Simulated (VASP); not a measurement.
# Cd (Im-3m) in VASP: notebook

The runs below take Cd through single point, relaxation of cell and atoms, with PBE.

Everything below comes from runs of VASP 6.6.1. Logs are shortened: lines on timing, memory, paths and dates and some standing lists are left out, and cuts for length are marked.

**1. The cell of the first run**

Symmetry: Im-3m, No. 229, cubic system. Conventional cell: a = 3.611 Å, b = 3.611 Å, c = 3.611 Å, α = 90.00°, β = 90.00°, γ = 90.00°. Cd (site symmetry m-3m) has 14 Cd at 3.13 to 3.61 Å within 4.1 Å.

**2. Single point, PBE**

INCAR

```
SYSTEM = Cd
PREC = Accurate
ENCUT = 520
EDIFF = 1E-6
ISMEAR = 0
SIGMA = 0.1
LREAL = .False.
LASPH = .True.
NELM = 80
ALGO = Normal
ISIF = 2
LWAVE = .False.
LCHARG = .True.
GGA = PE
LELF = .True.
LVHAR = .True.
NBANDS = 12
```

KPOINTS

```
Automatic mesh
0
Gamma
  8 8 8
  0 0 0
```

POSCAR

```
Cd
1.0
    1.8055060861      1.8055060861      1.8055060861
   -1.8055060861      1.8055060861      1.8055060861
   -1.8055060861     -1.8055060861      1.8055060861
Cd
1
Direct
    0.0000000000      0.0000000000      0.0000000000
```

Potentials or basis: VASP PAW PBE potentials, release 64 (Cd).

Run with:

```bash
$ cat potpaw_PBE.64/Cd/POTCAR > POTCAR
$ mpirun -np 1 vasp_std > vasp.out
```

OUTCAR:

```text
SYSTEM = Cd
   PREC = Accurate
   ENCUT = 520
   EDIFF = 1E-6
   ISMEAR = 0
   LREAL = .False.
   LASPH = .True.
   NELM = 80
   ISIF = 2
   GGA = PE

 ion  position               nearest neighbor table
   1  0.000  0.000  0.000-

  LATTYP: Found a body centered cubic cell.
 ALAT       =     3.6110121722

  Lattice vectors:

 A1 = (   1.8055060861,  -1.8055060861,  -1.8055060861)
 A2 = (   1.8055060861,   1.8055060861,   1.8055060861)
 A3 = (  -1.8055060861,  -1.8055060861,   1.8055060861)

Analysis of symmetry for initial positions (statically):
=====================================================================
 Subroutine PRICEL returns:
 Original cell was already a primitive cell.

 Routine SETGRP: Setting up the symmetry group for a
 body centered cubic supercell.

 Subroutine GETGRP returns: Found 48 space group operations
[... 9 lines left out ...]

 Routine SETGRP: Setting up the symmetry group for a
 body centered cubic supercell.

 Subroutine GETGRP returns: Found 48 space group operations
[... 11 lines left out ...]
                                     Primitive cell

  volume of cell :      23.5427

  direct lattice vectors                    reciprocal lattice vectors
     1.805506086  1.805506086  1.805506086     0.276930664  0.000000000  0.276930664
    -1.805506086  1.805506086  1.805506086    -0.276930664  0.276930664  0.000000000
    -1.805506086 -1.805506086  1.805506086     0.000000000 -0.276930664  0.276930664

  length of vectors
     3.127228275  3.127228275  3.127228275     0.391639101  0.391639101  0.391639101

  position of ions in fractional coordinates (direct lattice)
     0.000000000  0.000000000  0.000000000

  ion indices of the primitive-cell ions
   primitive index   ion index
                 1           1

----------------------------------------------------------------------------------------

 KPOINTS: Automatic mesh

Automatic generation of k-mesh.
 Grid dimensions read from file:
 generate k-points for:    8    8    8

 Generating k-lattice:

  Cartesian coordinates                     Fractional coordinates (reciprocal lattice)
     0.034616333  0.000000000  0.034616333     0.125000000  0.000000000  0.000000000
    -0.034616333  0.034616333  0.000000000     0.000000000  0.125000000  0.000000000
     0.000000000 -0.034616333  0.034616333     0.000000000  0.000000000  0.125000000

  Length of vectors
     0.048954888  0.048954888  0.048954888

  Shift w.r.t. Gamma in fractional coordinates (k-lattice)
     0.000000000  0.000000000  0.000000000

 Subroutine IBZKPT returns following result:
 ===========================================

 Found     29 irreducible k-points:

 Following reciprocal coordinates:
            Coordinates               Weight
  0.000000  0.000000  0.000000      1.000000
  0.125000  0.000000  0.000000     12.000000
  0.250000  0.000000  0.000000     12.000000
  0.375000  0.000000  0.000000     12.000000
  0.500000  0.000000  0.000000      6.000000
  0.250000  0.125000  0.000000     24.000000
[... 16 lines left out ...]
  0.375000  0.250000  0.250000     24.000000
  0.500000  0.250000  0.250000     12.000000
 [... further k-points ...]
   k-points           NKPTS =     29   k-points in BZ     NKDIM =     29   number of bands    NBANDS=     12
   number of dos      NEDOS =    301   number of ions     NIONS =      1
   total plane-waves  NPLWV =  13824
   dimension x,y,z NGX =    24 NGY =   24 NGZ =   24
   dimension x,y,z NGXF=    48 NGYF=   48 NGZF=   48
   ions per type =               1
   NGX,Y,Z   is equivalent  to a cutoff of  12.76, 12.76, 12.76 a.u.
   NGXF,Y,Z  is equivalent  to a cutoff of  25.52, 25.52, 25.52 a.u.
 SYSTEM =  Cd
   PREC   = accura    normal or accurate (medium, high low for compatibility)
   ISTART =      0    job   : 0-new  1-cont  2-samecut
   ICHARG =      2    charge: 1-file 2-atom 10-const
   ISPIN  =      1    spin polarized calculation?
   LNONCOLLINEAR =      F non collinear calculations
   LSORBIT =      F    spin-orbit coupling
   LASPH  =      T    aspherical Exc in radial PAW
   ENCUT  =  520.0 eV  38.22 Ry    6.18 a.u.   5.81  5.81  5.81*2*pi/ulx,y,z
   NELM   =     80;   NELMIN=  2; NELMDL= -5     # of ELM steps
   EDIFF  = 0.1E-05   stopping-criterion for ELM
   LREAL  =      F    real-space projection
   EDIFFG = 0.1E-04   stopping-criterion for IOM
   NSW    =      0    number of steps for IOM
   IBRION =     -1    ionic relax: 0-MD 1-quasi-New 2-CG
   NFREE  =      0    steps in history (QN), initial steepest desc. (CG)
   ISIF   =      2    stress and relaxation
   ISYM   =      2    0-nonsym 1-usesym 2-fastsym
   POTIM  = 0.5000    time-step for ionic-motion
   TEBEG  =    0.0;   TEEND  =   0.0 temperature during run
   PSTRESS=    0.0 pullay stress
   NELECT =      12.0000    total number of electrons
   NUPDOWN=      -1.0000    fix difference up-down
   EMIN   =  10.00;   EMAX   =-10.00  energy-range for DOS
   EFERMI =   0.00;   METHOD = LEGACY
   ISMEAR =     0;   SIGMA  =   0.10  broadening in eV -4-tet -1-fermi 0-gaus
   EFERMI_NEDOS =   21; number of points for ismear=-14 and -15
   IALGO  =     38    algorithm
   IMIX   =      4    mixing-type and parameters
     AMIX     =   0.40;   BMIX     =  1.00
     AMIX_MAG =   1.60;   BMIX_MAG =  1.00
  volume/ion in A,a.u.               =      23.54       158.87
  Fermi-wavevector in a.u.,A,eV,Ry     =   1.307725  2.471241 23.267917  1.710144
  Thomas-Fermi vector in A             =   2.438440
   LORBIT       =      0    0 simple, 1 ext, 2 COOP (PROOUT), +10 PAW based schemes
   GGA     = PE    functional components
   LHFCALC =     F    Hartree Fock is set to
   AEXX    =    0.0000 exact exchange contribution
   IVDW    =     0    specifies the selected vdW correction
   LEPSILON=     F    determine dielectric tensor
   LRPA    =     F    only Hartree local field effects (RPA)
 non-spin polarized calculation
 Gauss-broadening in eV      SIGMA  =   0.10
  energy-cutoff  :      520.00
  volume of cell :       23.54
 maximum number of plane-waves:       682
   NGX = 11   NGY = 11   NGZ = 11

 number of electron      12.0000005 magnetization

 Free energy of the ion-electron system (eV)
  ---------------------------------------------------
  ext. energy  EPLUGINS =         0.00000000
  ---------------------------------------------------
  free energy    TOTEN  =        -0.67158070 eV

  energy without entropy =       -0.66649438  energy(sigma->0) =       -0.66903754

 E-fermi :   2.1889     XC(G=0): -10.5908

 val. band max:        2.1887594765   @ k =  -0.3750   0.2500   0.0000
 cond. band min:       2.4467421687   @ k =   0.5000   0.2500   0.2500
 fundamental gap:      0.2579826922
 Fermi energy:         2.1889295857

 k-point     1 :       0.0000    0.0000    0.0000
  band No.  band energies     occupation
      1      -6.6994      2.00000
      2      -6.6994      2.00000
      3      -6.6994      2.00000
      4      -6.1420      2.00000
      5      -6.1420      2.00000
      6      -5.9229      2.00000
      7      17.5540      0.00000
      8      17.5540      0.00000
      9      17.5540      0.00000
     10      17.7359      0.00000
     11      17.7359      0.00000
     12      17.7359      0.00000

 k-point     2 :       0.1250    0.0000    0.0000
  band No.  band energies     occupation
      1      -6.7409      2.00000
      2      -6.6966      2.00000
      3      -6.5741      2.00000
      4      -6.1857      2.00000
      5      -6.1404      2.00000
      6      -5.5046      2.00000
      7      13.7813      0.00000
      8      15.9108      0.00000
      9      15.9422      0.00000
     10      16.9788      0.00000
     11      17.0858      0.00000
     12      18.1034      0.00000

 k-point     3 :       0.2500    0.0000    0.0000
  band No.  band energies     occupation
      1      -6.8399      2.00000
      2      -6.7923      2.00000
      3      -6.2569      2.00000
      4      -6.2248      2.00000
      5      -6.1346      2.00000
      6      -4.2050      2.00000
      7       8.9727      0.00000
      8      13.5867      0.00000
      9      13.8877      0.00000
     10      16.1740      0.00000
     11      16.4008      0.00000
     12      19.5224      0.00000

 k-point     4 :       0.3750    0.0000    0.0000
  band No.  band energies     occupation
      1      -6.9636      2.00000
      2      -6.9371      2.00000
      3      -6.1934      2.00000
      4      -6.1261      2.00000
      5      -5.9154      2.00000
      6      -2.0553      2.00000
      7       4.6498      0.00000
      8      11.9212      0.00000
      9      12.5768      0.00000
     10      15.6647      0.00000
     11      16.0572      0.00000
     12      21.7337      0.00000

 k-point     5 :       0.5000    0.0000    0.0000
  band No.  band energies     occupation
      1      -7.0434      2.00000
      2      -6.9770      2.00000
      3      -6.1707      2.00000
      4      -6.1218      2.00000
      5      -5.7657      2.00000
      6       0.5211      2.00000
      7       1.3427      2.00000
      8      11.3185      0.00000
      9      12.1259      0.00000
     10      15.4968      0.00000
     11      15.9684      0.00000
     12      22.8439      0.00000
[... 228 lines left out ...]
      1      -6.8810      2.00000
      2      -6.6701      2.00000
      3      -6.3670      2.00000
      4      -6.1315      2.00000
      5      -6.1085      2.00000
      6       1.3735      2.00000
      7       4.1654      0.00000
      8       5.0129      0.00000
      9       7.8484      0.00000
     10      21.7763      0.00000
     11      22.8353      0.00000
     12      25.1728      0.00000

 k-point    22 :       0.2500    0.2500    0.2500
  band No.  band energies     occupation
      1      -6.6163      2.00000
      2      -6.4345      2.00000
      3      -6.4345      2.00000
      4      -6.4309      2.00000
      5      -6.2817      2.00000
      6      -2.4833      2.00000
      7       9.8055      0.00000
      8       9.8055      0.00000
      9      10.5438      0.00000
     10      11.9709      0.00000
     11      21.4867      0.00000
     12      21.4867      0.00000

 k-point    23 :       0.3750    0.2500    0.2500
  band No.  band energies     occupation
      1      -6.8001      2.00000
      2      -6.6198      2.00000
      3      -6.4373      2.00000
      4      -6.2641      2.00000
      5      -5.9726      2.00000
      6      -0.3929      2.00000
      7       6.0593      0.00000
      8       8.3478      0.00000
      9      10.3286      0.00000
     10      12.7539      0.00000
     11      18.4357      0.00000
     12      21.1026      0.00000

 k-point    24 :       0.5000    0.2500    0.2500
  band No.  band energies     occupation
      1      -6.8809      2.00000
      2      -6.6826      2.00000
      3      -6.4601      2.00000
      4      -6.2037      2.00000
      5      -5.8118      2.00000
      6       2.4467      0.00027
      7       2.5255      0.00000
      8       7.8160      0.00000
      9      10.1246      0.00000
     10      15.1602      0.00000
     11      15.2695      0.00000
     12      20.7951      0.00000

 [... further k-points ...]

------------------------ aborting loop because EDIFF is reached ----------------------------------------

  FORCE on cell =-STRESS in cart. coord.  units (eV):
  Direction    XX          YY          ZZ          XY          YZ          ZX
  --------------------------------------------------------------------------------------
  -------------------------------------------------------------------------------------
  Total        0.0309718      0.0309718      0.0309718     -0.0000000      0.0000000     -0.0000000
  in kB        2.1077566      2.1077566      2.1077566     -0.0000000      0.0000000     -0.0000000
  external PRESSURE =       2.1077566 kB  Pullay stress =       0.0000000 kB

 VOLUME and BASIS-vectors are now :
 -----------------------------------------------------------------------------
  energy-cutoff  :      520.00
  volume of cell :       23.54
      direct lattice vectors                 reciprocal lattice vectors
     1.805506086  1.805506086  1.805506086     0.276930664  0.000000000  0.276930664
    -1.805506086  1.805506086  1.805506086    -0.276930664  0.276930664  0.000000000
    -1.805506086 -1.805506086  1.805506086     0.000000000 -0.276930664  0.276930664

 POSITION                                       TOTAL-FORCE (eV/Angst)
 -----------------------------------------------------------------------------------
      0.00000      0.00000      0.00000         0.000000      0.000000      0.000000
 -----------------------------------------------------------------------------------
    total drift:                                0.000000     -0.000000     -0.000000

  FREE ENERGIE OF THE ION-ELECTRON SYSTEM (eV)
  ---------------------------------------------------
  free  energy   TOTEN  =        -0.6715806999 eV

  energy  without entropy=       -0.6664943774  energy(sigma->0) =       -0.66903754
```

It took 4.2 s on 1 thread of Intel Xeon Platinum 8375C at 2.90GHz (Ice Lake), shared host; peak memory 0.14 GiB.

Results:

```
Free energy            : -0.6716 eV
Pressure               : 0.2 GPa
Band gap on the k mesh : zero (band 6 reaches 5.75 eV, above the bottom of band 7 at 1.34 eV)
```

Levels at points of the mesh, in eV from the Fermi level:
```tsv
k point	band 3	band 4	band 5	band 6	band 7	band 8	band 9	band 10
(0.00, 0.00, 0.00)	-8.89	-8.33	-8.33	-8.11	15.37	15.37	15.37	15.55
(0.50, 0.00, 0.00)	-8.36	-8.31	-7.95	-1.67	-0.85	9.13	9.94	13.31
(0.50, 0.50, 0.50)	-8.05	-8.05	-8.05	3.56	3.56	3.56	5.34	7.93
```

**3. Relaxation of cell and atoms, PBE**

This run uses another cell than the first one, of 21.62 Å³/atom, 0.918 times its volume.

INCAR

```
  ALGO = Normal
  EDIFF = 1E-7
  EDIFFG = -0.01
  ENCUT = 600
  GGA = PE
  IBRION = 2
  ISIF = 3
  ISMEAR = 0
  LASPH = True
  LCHARG = False
  LREAL = False
  LWAVE = False
  NELM = 60
  NSW = 80
  PREC = Accurate
  SIGMA = 0.1
```

KPOINTS

```
k-points
0
Gamma
  8 8 8
```

POSCAR

```
Cd
1.0
    1.7550000000      1.7550000000      1.7550000000
   -1.7550000000      1.7550000000      1.7550000000
   -1.7550000000     -1.7550000000      1.7550000000
Cd
1
Direct
    0.0000000000      0.0000000000      0.0000000000
```

Potentials or basis: VASP PAW PBE potentials, release 64 (Cd).

Run with:

```bash
$ cat potpaw_PBE.64/Cd/POTCAR > POTCAR
$ mpirun -np 1 vasp_std > vasp.out
```

Run time: 13 s. Hardware: 1 thread of Intel Xeon Platinum 8375C at 2.90GHz (Ice Lake), shared host; peak memory 0.14 GiB.

It converged, with:

* Free energy: -0.6701 eV
* Relaxed volume: 23.69 Å³/atom
* Relaxed cell: a = 3.134 Å, b = 3.134 Å, c = 3.134 Å, α = 70.53°, β = 109.47°, γ = 70.53°
* Space group after relaxing (to 0.05 Å): Im-3m (No. 229)
* Energy gained by relaxing: 17.0 meV/atom
* Ionic steps: 5
* Pressure after relaxing: 0.0 GPa
* Band gap on the k mesh: zero (band 6 reaches 5.70 eV, above the bottom of band 7 at 1.29 eV)

Step by step:
```
step  energy change (eV)  largest force (eV/Å)  pressure (GPa)  volume (Å³)
   1              0.0000                0.0000            3.32        21.62
   2             -0.0158                0.0000            0.64        23.05
   3             -0.0168                0.0000            0.25        23.43
   4             -0.0163                0.0000           -0.48        24.21
   5             -0.0170                0.0000            0.01        23.69
```

Final structure:
```cif
data_structure
_symmetry_space_group_name_H-M 'P 1'
_symmetry_Int_Tables_number 1
_cell_length_a 3.1339
_cell_length_b 3.1339
_cell_length_c 3.1339
_cell_angle_alpha 70.529
_cell_angle_beta 109.471
_cell_angle_gamma 70.529
_cell_volume 23.69
loop_
_atom_site_label
_atom_site_type_symbol
_atom_site_fract_x
_atom_site_fract_y
_atom_site_fract_z
_atom_site_occupancy
Cd1 Cd 0.00000 0.00000 0.00000 1
```

Levels at points of the mesh, in eV from the Fermi level:
| k point | band 4 | band 5 | band 6 | band 7 | band 8 | band 9 |
| --- | --- | --- | --- | --- | --- | --- |
| (0.00, 0.00, 0.00) | -8.32 | -8.32 | -8.07 | 15.33 | 15.33 | 15.33 |
| (0.50, 0.00, 0.00) | -8.30 | -7.95 | -1.65 | -0.86 | 9.09 | 9.91 |
| (0.50, 0.50, 0.50) | -8.04 | -8.04 | 3.55 | 3.55 | 3.55 | 5.28 |
